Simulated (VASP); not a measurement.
Runs of VASP 6.6.1 on NaI. The structure is that of space group Fm-3m (No. 225), or close to it. The cells are those of the table. 

| task | cell | k mesh | cutoff (eV) | smearing | ions in elastic constants | gap on the mesh (eV) | pressure (GPa) |
| --- | --- | --- | --- | --- | --- | --- | --- |
| single point | a = 4.193 Å, angles 60.0°, 2 atoms | 6 × 6 × 6 | 520 | gaussian 0.01 eV | - | 4.24 | (a) |
| relaxation of cell and atoms | relaxed to 5 GPa from a = 4.428 Å, angles 60.0°, 2 atoms | 6 × 6 × 6 | 600 | gaussian 0.01 eV | - | 4.23 | 5.0 |
| single point | a = 4.428 Å, angles 60.0°, 2 atoms | 12 × 12 × 12 | 520 | fermi-dirac 0.1 eV | - | 3.63 | 0.0 |
| relaxation of cell and atoms | relaxed from a = 4.577 Å, angles 60.0°, 2 atoms | 12 × 12 × 12 | 600 | fermi-dirac 0.1 eV | - | 3.63 | 0.0 |

Alike in all rows: level LDA; potentials or basis VASP PAW LDA potentials, release 64 (Na_pv, I); no spin polarisation.

Problem. Estimate the missing entries.

Solution. (a) 5.1.

Caveats: spin-orbit coupling is left out, which moves the levels of the heavy elements; the cell is relaxed towards a set pressure, so the enthalpy falls and the energy may rise (some runs).

A k mesh can miss the band edges, and the runs leave out spin-orbit coupling on I.
